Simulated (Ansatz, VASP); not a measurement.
Two plane-wave programs on HfO2

```
Hf O
1.0
     0.00000    2.59116    2.59116
     2.59116    0.00000    2.59116
     2.59116    2.59116    0.00000
Hf O
1 2
Cartesian
  0.0000 0.0000 0.0000
  3.8867 3.8867 3.8867
  1.2956 1.2956 1.2956
```

Alike in both runs: task single point; functional PBE; dispersion D3(BJ); k mesh 7 × 7 × 7; occupations fermi-dirac, width 0.05 eV; non-collinear spin, spin-orbit coupling.

```csv
,VASP,Ansatz
version,VASP 6.6.1,Ansatz 0.2.0
potentials or method,"VASP PAW PBE potentials, release 64 (Hf_pv, O)",Ansatz PAW
plane-wave cutoff (eV),520,420
valence electrons in the cell,22,38
```

Ansatz gave:

```
pressure (GPa)           : -14.4
net moment per atom (μB) : 0.00
```

Q: Which values does VASP return?

A: Pressure (GPa): -17.3; net moment per atom (μB): 0.00.

VASP's potentials hold 22 valence electrons a cell and Ansatz's 38, so a difference there can come from the potentials and not from the codes.

Noted on Ansatz's run: odd divisions of the mesh miss points on the zone boundary, where band edges often lie, so the gap on the mesh can be too wide.
